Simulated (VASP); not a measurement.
**SiC: single point with PBE-based screened hybrid with 15 % exact exchange**

Crystal: SiC.

```
CELL_PARAMETERS angstrom
3.07600 0.00000 0.00000
-1.53800 2.66389 0.00000
0.00000 0.00000 5.04800
ATOMIC_POSITIONS crystal
Si 0.66667 0.33333 0.50000
Si 0.33333 0.66667 0.00000
C 0.66667 0.33333 0.88500
C 0.33333 0.66667 0.38500
```

```
Program                            : VASP 6.6.1
Task                               : single point
Functional                         : PBE-based screened hybrid with 15 % exact exchange
Potentials or basis                : VASP PAW PBE potentials, release 64 (Si, C)
Cutoff                             : 520 eV
k mesh                             : 6 × 6 × 3
Occupations                        : fermi-dirac, width 0.05 eV
Spin                               : no spin polarisation
Dipole correction                  : no
Grid for exact exchange (PRECFOCK) : Normal
Share of exact exchange            : 0.15
Further INCAR settings             : ALGO = Normal; EDIFF = 1e-07; NBANDS = 16
Screening parameter                : 0.20787 1/Å
```

- Pressure: 0.6 GPa
- Largest force: 0.763 eV/Å
- Band gap on the k mesh: 2.83 eV (least direct gap 4.73 eV)

Forces on the atoms (eV/Å):
```
Si   0.000  0.000  0.763
Si   0.000  0.000  0.763
C    0.000  0.000 -0.763
C    0.000  0.000 -0.763
```

Stress tensor (GPa, compression positive):
```
 2.20  0.00  0.00
 0.00  2.20  0.00
 0.00  0.00 -2.58
```

Levels at points of the mesh, in eV from the valence-band top:
```tsv
k point	band 5	band 6	band 7	band 8	band 9	band 10	band 11	band 12
(0.00, 0.00, 0.00)	-1.67	-0.30	-0.30	0.00	5.30	6.76	7.21	7.21
(0.50, 0.00, 0.00)	-5.75	-3.77	-3.41	-1.59	3.14	4.80	7.46	7.92
```

Wall time 9.4 min on 1 thread of Intel(R) Xeon(R) Platinum 8488C (Sapphire Rapids), on a shared host, peak memory 0.25 GiB.

Caveat: the PAW data sets were made with another functional, which shifts forces and pressure a little; an odd mesh through Γ misses points on the zone boundary, where band edges can lie.
